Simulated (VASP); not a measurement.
# CuAu3 (Pm-3m) in VASP: relaxation of the atoms with r2SCAN

Aim: the relaxation of the atoms of CuAu3 with r2SCAN.

Program: VASP 6.6.1. These are calculated values, not measurements. Logs are shortened: lines on timing, memory, paths and dates and some standing lists are left out, and cuts for length are marked.

**1. The cell of the first run**

It takes space group Pm-3m (No. 221, cubic). Conventional cell: a = 3.957 Å, b = 3.957 Å, c = 3.957 Å, α = 90.00°, β = 90.00°, γ = 90.00°. Within 3.7 Å of Cu (site symmetry m-3m) lie 12 Au at 2.80 Å. Within 3.7 Å of Au (site symmetry 4/mmm) lie 4 Cu at 2.80 Å and 8 Au at 2.80 Å.

**2. Relaxation of the atoms, r2SCAN**

Input file POSCAR:

```
CuAu3
1.0
    3.9573903300      0.0000000000      0.0000000000
    0.0000000000      3.9573903300      0.0000000000
    0.0000000000      0.0000000000      3.9573903300
Cu Au
1 3
Direct
    0.0000000000      0.0000000000      0.0000000000
    0.0000000000      0.5000000000      0.5000000000
    0.5000000000      0.0000000000      0.5000000000
    0.5000000000      0.5000000000      0.0000000000
```

Input file INCAR.step1:

```
SYSTEM = CuAu3
PREC = Accurate ; ENCUT = 520
ISMEAR = -1 ; SIGMA = 0.1
LREAL = .False. ; LASPH = .True.
NELM = 100 ; GGA = PE
ALGO = Normal ; EDIFF = 1E-4
LWAVE = .True. ; LCHARG = .False.
```

Input file INCAR.step2:

```
SYSTEM = CuAu3
PREC = Accurate ; ENCUT = 520
EDIFF = 1E-6 ; ISMEAR = -1
SIGMA = 0.1 ; LREAL = .False.
LASPH = .True. ; NELM = 100
ALGO = Normal ; ISIF = 2
LWAVE = .False. ; LCHARG = .False.
METAGGA = R2SCAN ; LMIXTAU = .True.
IBRION = 2 ; NSW = 50
EDIFFG = -0.01 ; ISTART = 1
```

Input file KPOINTS:

```
Automatic mesh
0
Gamma
  8 8 8
  0 0 0
```

Potentials or basis: VASP PAW PBE potentials, release 64 (Cu, Au).

Launch:

```bash
> cat potpaw_PBE.64/Cu/POTCAR potpaw_PBE.64/Au/POTCAR > POTCAR
> cp INCAR.step1 INCAR
> mpirun -np 1 vasp_std > vasp.out
> cp INCAR.step2 INCAR
> mpirun -np 1 vasp_std > vasp.out
```

OUTCAR:

```text
SYSTEM = CuAu3
   PREC = Accurate
   ENCUT = 520
   EDIFF = 1E-6
   ISMEAR = -1
   LREAL = .False.
   LASPH = .True.
   NELM = 100
   ISIF = 2
   METAGGA = R2SCAN
   IBRION = 2
   NSW = 50
   EDIFFG = -0.01
   ISTART = 1

 ion  position               nearest neighbor table
   1  0.000  0.000  0.000-   2 2.80   3 2.80   4 2.80   2 2.80   3 2.80   2 2.80   4 2.80   2 2.80
                             3 2.80   4 2.80   3 2.80   4 2.80
   2  0.000  0.500  0.500-   1 2.80   3 2.80   4 2.80   1 2.80   4 2.80   1 2.80   3 2.80   1 2.80
                             3 2.80   4 2.80   4 2.80   3 2.80
   3  0.500  0.000  0.500-   1 2.80   2 2.80   4 2.80   1 2.80   4 2.80   2 2.80   4 2.80   4 2.80
                             1 2.80   2 2.80   1 2.80   2 2.80
   4  0.500  0.500  0.000-   1 2.80   2 2.80   3 2.80   2 2.80   3 2.80   1 2.80   3 2.80   3 2.80
                             1 2.80   2 2.80   2 2.80   1 2.80

  LATTYP: Found a simple cubic cell.
 ALAT       =     3.9573903300

  Lattice vectors:

 A1 = (   3.9573903300,   0.0000000000,   0.0000000000)
 A2 = (   0.0000000000,   3.9573903300,   0.0000000000)
 A3 = (   0.0000000000,   0.0000000000,   3.9573903300)

Analysis of symmetry for initial positions (statically):
=====================================================================
 Subroutine PRICEL returns:
 Original cell was already a primitive cell.

 Routine SETGRP: Setting up the symmetry group for a
 simple cubic supercell.

 Subroutine GETGRP returns: Found 48 space group operations
 (whereof 48 operations were pure point group operations)
 out of a pool of 48 trial point group operations.

The static configuration has the point symmetry O_h .

Analysis of symmetry for dynamics (positions and initial velocities):
=====================================================================
 Subroutine PRICEL returns:
 Original cell was already a primitive cell.

 Routine SETGRP: Setting up the symmetry group for a
 simple cubic supercell.

 Subroutine GETGRP returns: Found 48 space group operations
 (whereof 48 operations were pure point group operations)
 out of a pool of 48 trial point group operations.

The dynamic configuration has the point symmetry O_h .

 Subroutine INISYM returns: Found 48 space group operations
 (whereof 48 operations are pure point group operations),
 and found     1 'primitive' translations

----------------------------------------------------------------------------------------

                                     Primitive cell

  volume of cell :      61.9764

  direct lattice vectors                    reciprocal lattice vectors
     3.957390330  0.000000000  0.000000000     0.252691778  0.000000000  0.000000000
     0.000000000  3.957390330  0.000000000     0.000000000  0.252691778  0.000000000
     0.000000000  0.000000000  3.957390330     0.000000000  0.000000000  0.252691778

  length of vectors
     3.957390330  3.957390330  3.957390330     0.252691778  0.252691778  0.252691778

  position of ions in fractional coordinates (direct lattice)
     0.000000000  0.000000000  0.000000000
     0.000000000  0.500000000  0.500000000
     0.500000000  0.000000000  0.500000000
     0.500000000  0.500000000  0.000000000

  ion indices of the primitive-cell ions
   primitive index   ion index
                 1           1
                 2           2
                 3           3
                 4           4

----------------------------------------------------------------------------------------

 KPOINTS: Automatic mesh

Automatic generation of k-mesh.
 Grid dimensions read from file:
 generate k-points for:    8    8    8

 Generating k-lattice:

  Cartesian coordinates                     Fractional coordinates (reciprocal lattice)
     0.031586472  0.000000000  0.000000000     0.125000000  0.000000000  0.000000000
     0.000000000  0.031586472  0.000000000     0.000000000  0.125000000  0.000000000
     0.000000000  0.000000000  0.031586472     0.000000000  0.000000000  0.125000000

  Length of vectors
     0.031586472  0.031586472  0.031586472

  Shift w.r.t. Gamma in fractional coordinates (k-lattice)
     0.000000000  0.000000000  0.000000000

 Subroutine IBZKPT returns following result:
 ===========================================

 Found     35 irreducible k-points:

 Following reciprocal coordinates:
            Coordinates               Weight
  0.000000  0.000000  0.000000      1.000000
  0.125000  0.000000  0.000000      6.000000
  0.250000  0.000000  0.000000      6.000000
  0.375000  0.000000  0.000000      6.000000
  0.500000  0.000000  0.000000      3.000000
  0.125000  0.125000  0.000000     12.000000
[... 16 lines left out ...]
  0.375000  0.375000  0.125000     24.000000
  0.500000  0.375000  0.125000     24.000000
 [... further k-points ...]
   k-points           NKPTS =     35   k-points in BZ     NKDIM =     35   number of bands    NBANDS=     26
   number of dos      NEDOS =    301   number of ions     NIONS =      4
   total plane-waves  NPLWV =  27000
   dimension x,y,z NGX =    30 NGY =   30 NGZ =   30
   dimension x,y,z NGXF=    60 NGYF=   60 NGZF=   60
   ions per type =               1   3
   NGX,Y,Z   is equivalent  to a cutoff of  12.60, 12.60, 12.60 a.u.
   NGXF,Y,Z  is equivalent  to a cutoff of  25.21, 25.21, 25.21 a.u.
 SYSTEM =  CuAu3
   PREC   = accura    normal or accurate (medium, high low for compatibility)
   ISTART =      1    job   : 0-new  1-cont  2-samecut
   ICHARG =      0    charge: 1-file 2-atom 10-const
   ISPIN  =      1    spin polarized calculation?
   LNONCOLLINEAR =      F non collinear calculations
   LSORBIT =      F    spin-orbit coupling
   LASPH  =      T    aspherical Exc in radial PAW
   ENCUT  =  520.0 eV  38.22 Ry    6.18 a.u.   7.36  7.36  7.36*2*pi/ulx,y,z
   NELM   =    100;   NELMIN=  2; NELMDL=  0     # of ELM steps
   EDIFF  = 0.1E-05   stopping-criterion for ELM
   LREAL  =      F    real-space projection
   EDIFFG = -.1E-01   stopping-criterion for IOM
   NSW    =     50    number of steps for IOM
   IBRION =      2    ionic relax: 0-MD 1-quasi-New 2-CG
   NFREE  =      1    steps in history (QN), initial steepest desc. (CG)
   ISIF   =      2    stress and relaxation
   ISYM   =      2    0-nonsym 1-usesym 2-fastsym
   POTIM  = 0.5000    time-step for ionic-motion
   TEBEG  =    0.0;   TEEND  =   0.0 temperature during run
   PSTRESS=    0.0 pullay stress
   NELECT =      44.0000    total number of electrons
   NUPDOWN=      -1.0000    fix difference up-down
   EMIN   =  10.00;   EMAX   =-10.00  energy-range for DOS
   EFERMI =   0.00;   METHOD = LEGACY
   ISMEAR =    -1;   SIGMA  =   0.10  broadening in eV -4-tet -1-fermi 0-gaus
   EFERMI_NEDOS =   21; number of points for ismear=-14 and -15
   IALGO  =     38    algorithm
   IMIX   =      4    mixing-type and parameters
     AMIX     =   0.40;   BMIX     =  1.00
     AMIX_MAG =   1.60;   BMIX_MAG =  1.00
  volume/ion in A,a.u.               =      15.49       104.56
  Fermi-wavevector in a.u.,A,eV,Ry     =   1.460439  2.759830 29.019633  2.132883
  Thomas-Fermi vector in A             =   2.576889
   LORBIT       =      0    0 simple, 1 ext, 2 COOP (PROOUT), +10 PAW based schemes
   METAGGA = R2SCAN    functional components
   LHFCALC =     F    Hartree Fock is set to
   AEXX    =    0.0000 exact exchange contribution
   IVDW    =     0    specifies the selected vdW correction
   LEPSILON=     F    determine dielectric tensor
   LRPA    =     F    only Hartree local field effects (RPA)
 conjugate gradient relaxation of ions
 non-spin polarized calculation
  energy-cutoff  :      520.00
  volume of cell :       61.98
 maximum number of plane-waves:      1743
 NGX is ok and might be reduce to    30
   NGX = 15   NGY = 15   NGZ = 15

 number of electron      44.0000044 magnetization

 Free energy of the ion-electron system (eV)
  ---------------------------------------------------
  ext. energy  EPLUGINS =         0.00000000
  ---------------------------------------------------
  free energy    TOTEN  =      -162.66290778 eV

  energy without entropy =     -162.62495335  energy(sigma->0) =     -162.64393056

 E-fermi :   9.4096     XC(G=0): -13.7512

 val. band max:        9.3856373358   @ k =   0.3750   0.3750   0.0000
 cond. band min:       9.4159887034   @ k =   0.3750   0.3750   0.1250
 fundamental gap:      0.0303513676
 Fermi energy:         9.4096234408

 k-point     1 :       0.0000    0.0000    0.0000
  band No.  band energies     occupation
      1      -1.0362      2.00000
      2       1.3879      2.00000
      3       2.2013      2.00000
      4       2.2013      2.00000
      5       2.2013      2.00000
      6       2.3587      2.00000
[... 18 lines left out ...]
     25      15.7098      0.00000
     26      15.7098      0.00000

 k-point     2 :       0.1250    0.0000    0.0000
  band No.  band energies     occupation
      1      -0.8417      2.00000
      2       1.5056      2.00000
      3       2.2546      2.00000
      4       2.3051      2.00000
      5       2.3051      2.00000
      6       2.3921      2.00000
[... 18 lines left out ...]
     25      15.6653      0.00000
     26      16.0063      0.00000

 k-point     3 :       0.2500    0.0000    0.0000
  band No.  band energies     occupation
      1      -0.2821      2.00000
      2       1.8239      2.00000
      3       2.3977      2.00000
      4       2.4597      2.00000
      5       2.6106      2.00000
      6       2.6106      2.00000
[... 572 lines left out ...]
 k-point    23 :       0.3750    0.3750    0.1250
  band No.  band energies     occupation
      1       1.6669      2.00000
      2       2.6400      2.00000
      3       2.6794      2.00000
      4       2.9379      2.00000
      5       3.4124      2.00000
      6       3.6706      2.00000
[... 18 lines left out ...]
     25      14.5710      0.00000
     26      16.8858      0.00000

 k-point    24 :       0.5000    0.3750    0.1250
  band No.  band energies     occupation
      1       2.0737      2.00000
      2       2.3553      2.00000
      3       2.6722      2.00000
      4       2.9649      2.00000
      5       3.5522      2.00000
      6       3.7741      2.00000
[... 18 lines left out ...]
     25      15.6576      0.00000
     26      15.7376      0.00000

 [... further k-points ...]

------------------------ aborting loop because EDIFF is reached ----------------------------------------

  FORCE on cell =-STRESS in cart. coord.  units (eV):
  Direction    XX          YY          ZZ          XY          YZ          ZX
  --------------------------------------------------------------------------------------
  -------------------------------------------------------------------------------------
  Total        2.9199101      2.9199101      2.9199101      0.0000000      0.0000000      0.0000000
  in kB       75.4837389     75.4837389     75.4837389      0.0000000      0.0000000      0.0000000
  external PRESSURE =      75.4837389 kB  Pullay stress =       0.0000000 kB

 VOLUME and BASIS-vectors are now :
 -----------------------------------------------------------------------------
  energy-cutoff  :      520.00
  volume of cell :       61.98
      direct lattice vectors                 reciprocal lattice vectors
     3.957390330  0.000000000  0.000000000     0.252691778  0.000000000  0.000000000
     0.000000000  3.957390330  0.000000000     0.000000000  0.252691778  0.000000000
     0.000000000  0.000000000  3.957390330     0.000000000  0.000000000  0.252691778

 POSITION                                       TOTAL-FORCE (eV/Angst)
 -----------------------------------------------------------------------------------
      0.00000      0.00000      0.00000         0.000000      0.000000      0.000000
      0.00000      1.97870      1.97870         0.000000      0.000000      0.000000
      1.97870      0.00000      1.97870         0.000000      0.000000      0.000000
      1.97870      1.97870      0.00000         0.000000      0.000000      0.000000
 -----------------------------------------------------------------------------------
    total drift:                                0.000000      0.000000     -0.000000

  FREE ENERGIE OF THE ION-ELECTRON SYSTEM (eV)
  ---------------------------------------------------
  free  energy   TOTEN  =      -162.6629077793 eV

  energy  without entropy=     -162.6249533468  energy(sigma->0) =     -162.64393056

 reached required accuracy - stopping structural energy minimisation
```

It took 5.3 min on 1 thread of Oxide Virtual Turin-like, shared host; peak memory 0.17 GiB.

What came out:

| Item | Value |
| --- | --- |
| Free energy | -162.6629 eV |
| Pressure after relaxing | 7.5 GPa |
| Band gap on the k mesh | zero (bands 22 and 23 overlap by 2.20 eV) |

Final structure:
```cif
data_structure
_symmetry_space_group_name_H-M 'P 1'
_symmetry_Int_Tables_number 1
_cell_length_a 3.9574
_cell_length_b 3.9574
_cell_length_c 3.9574
_cell_angle_alpha 90.000
_cell_angle_beta 90.000
_cell_angle_gamma 90.000
_cell_volume 61.98
loop_
_atom_site_label
_atom_site_type_symbol
_atom_site_fract_x
_atom_site_fract_y
_atom_site_fract_z
_atom_site_occupancy
Cu1 Cu 0.00000 0.00000 0.00000 1
Au1 Au 0.00000 0.50000 0.50000 1
Au2 Au 0.50000 0.00000 0.50000 1
Au3 Au 0.50000 0.50000 0.00000 1
```

Caveat: the relaxation stopped at its first step, so nothing moved; the PAW data sets were made with another functional, which shifts forces and pressure a little; spin-orbit coupling is left out, which moves the levels of the heavy elements.
